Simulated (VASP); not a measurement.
# Ba (Im-3m) in VASP: settings compared

Ba is run at these levels: PBE0, HSE06, PBE; tasks: single point.

All numbers are computed with VASP 6.6.1; they aren't measurements. Logs are shortened: lines on timing, memory, paths and dates and some standing lists are left out, and cuts for length are marked.

### 1 The cell of the first run

Symmetry: Im-3m, No. 229, cubic system. The conventional cell has a = 5.025 Å, b = 5.025 Å, c = 5.025 Å, α = 90.00°, β = 90.00°, γ = 90.00°. Ba (site symmetry m-3m) has 14 Ba at 4.35 to 5.02 Å within 5.7 Å.

### 2 Single point, PBE0

POSCAR reads:

```
Ba
1.0
   -2.5124917450      2.5124917450      2.5124917450
    2.5124917450     -2.5124917450      2.5124917450
    2.5124917450      2.5124917450     -2.5124917450
Ba
1
Direct
    0.0000000000      0.0000000000      0.0000000000
```

INCAR.step1 reads:

```
ALGO = Normal
EDIFF = 1E-5
ENCUT = 520
GGA = PE
ISIF = 2
ISMEAR = -1
LASPH = True
LREAL = False
LWAVE = True
NBANDS = 11
NELM = 60
PREC = Accurate
SIGMA = 0.1
```

INCAR.step2 reads:

```
AEXX = 0.25
ALGO = Normal
EDIFF = 1E-6
ENCUT = 520
GGA = PE
ISIF = 2
ISMEAR = -1
ISTART = 1
LASPH = True
LCHARG = True
LELF = True
LHFCALC = True
LREAL = False
LVHAR = True
LWAVE = False
NBANDS = 11
NELM = 60
PREC = Accurate
PRECFOCK = Normal
SIGMA = 0.1
```

KPOINTS reads:

```
k-points
0
Gamma
  5 5 5
```

Potentials or basis: VASP PAW PBE potentials, release 64 (Ba_sv).

The run is started by

```sh
cat potpaw_PBE.64/Ba_sv/POTCAR > POTCAR
cp INCAR.step1 INCAR
mpirun -np 1 vasp_std > vasp.out
cp INCAR.step2 INCAR
mpirun -np 1 vasp_std > vasp.out
```

OUTCAR:

```text
AEXX = 0.25
   EDIFF = 1E-6
   ENCUT = 520
   GGA = PE
   ISIF = 2
   ISMEAR = -1
   ISTART = 1
   LASPH = True
   LHFCALC = True
   LREAL = False
   NELM = 60
   PREC = Accurate
   PRECFOCK = Normal

 ion  position               nearest neighbor table
   1  0.000  0.000  0.000-

  LATTYP: Found a body centered cubic cell.
 ALAT       =     5.0249834900

  Lattice vectors:

 A1 = (  -2.5124917450,   2.5124917450,   2.5124917450)
 A2 = (   2.5124917450,  -2.5124917450,   2.5124917450)
 A3 = (   2.5124917450,   2.5124917450,  -2.5124917450)

Analysis of symmetry for initial positions (statically):
=====================================================================
 Subroutine PRICEL returns:
 Original cell was already a primitive cell.

 Routine SETGRP: Setting up the symmetry group for a
 body centered cubic supercell.

 Subroutine GETGRP returns: Found 48 space group operations
 (whereof 48 operations were pure point group operations)
 out of a pool of 48 trial point group operations.

The static configuration has the point symmetry O_h .

Analysis of symmetry for dynamics (positions and initial velocities):
=====================================================================
 Subroutine PRICEL returns:
 Original cell was already a primitive cell.

 Routine SETGRP: Setting up the symmetry group for a
 body centered cubic supercell.

 Subroutine GETGRP returns: Found 48 space group operations
 (whereof 48 operations were pure point group operations)
 out of a pool of 48 trial point group operations.

The dynamic configuration has the point symmetry O_h .

 Subroutine INISYM returns: Found 48 space group operations
 (whereof 48 operations are pure point group operations),
 and found     1 'primitive' translations

----------------------------------------------------------------------------------------

                                     Primitive cell

  volume of cell :      63.4416

  direct lattice vectors                    reciprocal lattice vectors
    -2.512491745  2.512491745  2.512491745     0.000000000  0.199005629  0.199005629
     2.512491745 -2.512491745  2.512491745     0.199005629  0.000000000  0.199005629
     2.512491745  2.512491745 -2.512491745     0.199005629  0.199005629  0.000000000

  length of vectors
     4.351763356  4.351763356  4.351763356     0.281436459  0.281436459  0.281436459

  position of ions in fractional coordinates (direct lattice)
     0.000000000  0.000000000  0.000000000
[... 74 lines left out ...]
   EMIN   =  10.00;   EMAX   =-10.00  energy-range for DOS
   EFERMI =   0.00;   METHOD = LEGACY
   ISMEAR =    -1;   SIGMA  =   0.10  broadening in eV -4-tet -1-fermi 0-gaus
   EFERMI_NEDOS =   21; number of points for ismear=-14 and -15
   IALGO  =     38    algorithm
   IMIX   =      1    mixing-type and parameters
     AMIX     =   0.40;   BMIX     =  1.00
     AMIX_MAG =   1.60;   BMIX_MAG =  1.00
  volume/ion in A,a.u.               =      63.44       428.12
  Fermi-wavevector in a.u.,A,eV,Ry     =   0.884335  1.671151 10.640416  0.782049
  Thomas-Fermi vector in A             =   2.005221
   LORBIT       =      0    0 simple, 1 ext, 2 COOP (PROOUT), +10 PAW based schemes
   GGA     = PE    functional components
   LHFCALC =     T    Hartree Fock is set to
   PRECFOCK=normal    Normal, Fast or Accurate (Low or Medium for compatibility)
   ENCUT4O =  -1.0   cutoff for four orbital integrals eV
   NKREDX  =     1    reduce k-point grid by
   NKREDY  =     1    reduce k-point grid by
   NKREDZ  =     1    reduce k-point grid by
   AEXX    =    0.2500 exact exchange contribution
   HFSCREEN=    0.0000 screening length (either q_TF or 0.3 A-1)
   HFSCREENC=   0.0000 screening length for correlation (either q_TF or 0.3 A-1)
   ENCUTFOCK=  -1.0 apply spherical cutoff to Coloumb kernel
   IVDW    =     0    specifies the selected vdW correction
   LEPSILON=     F    determine dielectric tensor
   LRPA    =     F    only Hartree local field effects (RPA)
 non-spin polarized calculation
  energy-cutoff  :      520.00
  volume of cell :       63.44
 maximum number of plane-waves:      1725
  NGX = 28; NGY = 28; NGZ = 28

 number of electron      10.0000000 magnetization

 Free energy of the ion-electron system (eV)
  ---------------------------------------------------
  ext. energy  EPLUGINS =         0.00000000
  ---------------------------------------------------
  free energy    TOTEN  =        -1.80809230 eV

  energy without entropy =       -1.78808758  energy(sigma->0) =       -1.79808994

 E-fermi :   1.7289     XC(G=0):  -5.8733

 val. band max:        1.6849523736   @ k =  -0.4000  -0.4000   0.2000
 cond. band min:       2.0619392348   @ k =   0.2000   0.2000   0.2000
 fundamental gap:      0.3769868613
 Fermi energy:         1.7289321769

 k-point     1 :       0.0000    0.0000    0.0000
  band No.  band energies     occupation
      1     -30.0482      2.00000
      2     -13.9058      2.00000
      3     -13.9058      2.00000
      4     -13.9058      2.00000
      5      -2.0737      2.00000
      6       4.3387      0.00000
      7       4.3387      0.00000
      8       4.3387      0.00000
      9       5.7709      0.00000
     10       5.7709      0.00000
     11       9.3811      0.00000
[... 113 lines left out ...]
 k-point    10 :      -0.4000    0.4000    0.4000
  band No.  band energies     occupation
      1     -29.9725      2.00000
      2     -14.2482      2.00000
      3     -14.2095      2.00000
      4     -14.2095      2.00000
      5       0.9801      1.99888
      6       1.0881      1.99671
      7       5.4884      0.00000
      8       5.4884      0.00000
      9       5.8361      0.00000
     10       6.9307      0.00000
     11       9.0341      0.00000

------------------------ aborting loop because EDIFF is reached ----------------------------------------

  FORCE on cell =-STRESS in cart. coord.  units (eV):
  Direction    XX          YY          ZZ          XY          YZ          ZX
  --------------------------------------------------------------------------------------
  -------------------------------------------------------------------------------------
  Total        0.0883013      0.0883013      0.0883013      0.0000000      0.0000000     -0.0000000
  in kB        2.2299941      2.2299941      2.2299941      0.0000000      0.0000000     -0.0000000
  external PRESSURE =       2.2299941 kB  Pullay stress =       0.0000000 kB

 VOLUME and BASIS-vectors are now :
 -----------------------------------------------------------------------------
  energy-cutoff  :      520.00
  volume of cell :       63.44
      direct lattice vectors                 reciprocal lattice vectors
    -2.512491745  2.512491745  2.512491745     0.000000000  0.199005629  0.199005629
     2.512491745 -2.512491745  2.512491745     0.199005629  0.000000000  0.199005629
     2.512491745  2.512491745 -2.512491745     0.199005629  0.199005629  0.000000000

 POSITION                                       TOTAL-FORCE (eV/Angst)
 -----------------------------------------------------------------------------------
      0.00000      0.00000      0.00000        -0.000000      0.000000      0.000000
 -----------------------------------------------------------------------------------
    total drift:                               -0.000000     -0.000000      0.000000

  FREE ENERGIE OF THE ION-ELECTRON SYSTEM (eV)
  ---------------------------------------------------
  free  energy   TOTEN  =        -1.8080923020 eV

  energy  without entropy=       -1.7880875814  energy(sigma->0) =       -1.79808994
```

It took 23 min on 1 thread of Intel Xeon 8259CL, shared host; peak memory 0.2 GiB.

Results:

| Property | Result |
| --- | --- |
| Free energy | -1.8081 eV |
| Pressure | 0.2 GPa |
| Band gap on the k mesh | zero (bands 5 and 6 overlap by 0.97 eV) |

Levels at points of the mesh, in eV from the Fermi level:
```
           k point  band 1  band 2  band 3  band 4  band 5  band 6  band 7  band 8  band 9  band 10
(0.00, 0.00, 0.00)  -31.78  -15.63  -15.63  -15.63   -3.80    2.61    2.61    2.61    4.04     4.04
```

Caveat: the PAW data sets were made with another functional, which shifts forces and pressure a little; spin-orbit coupling is left out, which moves the levels of the heavy elements.

### 3 Single point, HSE06

POSCAR reads:

```
Ba
1.0
   -2.5124917494      2.5124917494      2.5124917494
    2.5124917494     -2.5124917494      2.5124917494
    2.5124917494      2.5124917494     -2.5124917494
Ba
1
Direct
    0.0000000000      0.0000000000      0.0000000000
```

INCAR.step1 reads:

```
ALGO = Normal ; EDIFF = 1E-5
ENCUT = 520 ; GGA = PE
ISIF = 2 ; ISMEAR = -1
LASPH = True ; LREAL = False
LWAVE = True ; NBANDS = 11
NELM = 100 ; PREC = Accurate
SIGMA = 0.1
```

INCAR.step2 reads:

```
ALGO = Normal ; EDIFF = 1E-6
ENCUT = 520 ; GGA = PE
HFSCREEN = 0.2079 ; ISIF = 2
ISMEAR = -1 ; ISTART = 1
LASPH = True ; LCHARG = True
LELF = True ; LHFCALC = True
LREAL = False ; LVHAR = True
LWAVE = False ; NBANDS = 11
NELM = 100 ; PREC = Accurate
PRECFOCK = Normal ; SIGMA = 0.1
```

KPOINTS is that of step 2.

Potentials or basis: VASP PAW PBE potentials, release 64 (Ba_sv).

The run is started by

```sh
cat potpaw_PBE.64/Ba_sv/POTCAR > POTCAR
cp INCAR.step1 INCAR
mpirun -np 1 vasp_std > vasp.out
cp INCAR.step2 INCAR
mpirun -np 1 vasp_std > vasp.out
```

It took 11 min on 1 thread of AMD EPYC 7R43 (Zen 3), shared host; peak memory 0.25 GiB.

The run converged. Its results:

| Quantity | Value |
| --- | --- |
| Free energy | -1.8237 eV |
| Pressure | 0.4 GPa |
| Band gap on the k mesh | zero (bands 5 and 6 overlap by 0.46 eV) |

Levels at points of the mesh, in eV from the Fermi level:
```tsv
k point	band 2	band 3	band 4	band 5	band 6	band 7	band 8	band 9
(0.00, 0.00, 0.00)	-15.26	-15.26	-15.26	-3.37	2.20	2.20	2.20	3.63
```

Caveat: the PAW data sets were made with another functional, which shifts forces and pressure a little; spin-orbit coupling is left out, which moves the levels of the heavy elements.

[end of part 1 of 2]
